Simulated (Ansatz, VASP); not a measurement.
Ba in VASP and in Ansatz

```
Ba
1.0
    -2.53679    2.53679    2.53679
     2.53679   -2.53679    2.53679
     2.53679    2.53679   -2.53679
Ba
1
Direct
  0.00000 0.00000 0.00000
```

Alike in both runs: task single point; functional r2SCAN; k mesh 9 × 9 × 9; occupations fermi-dirac, width 1 eV; no spin polarisation.

|  | VASP | Ansatz |
| --- | --- | --- |
| version | VASP 6.6.1 | Ansatz 0.2.0 |
| potentials or method | VASP PAW PBE potentials, release 64 (Ba_sv), cutoff 520 eV | plane waves (500 eV) with PAW, scalar-relativistic |
| valence electrons in the cell | 10 | 10 |

|  | VASP | Ansatz | Ansatz less VASP |
| --- | --- | --- | --- |
| pressure (GPa) | 1.5 | 1.4 | -0.08 |

VASP's potentials were made for PBE, not for r2SCAN.

Spin-orbit coupling is off throughout.
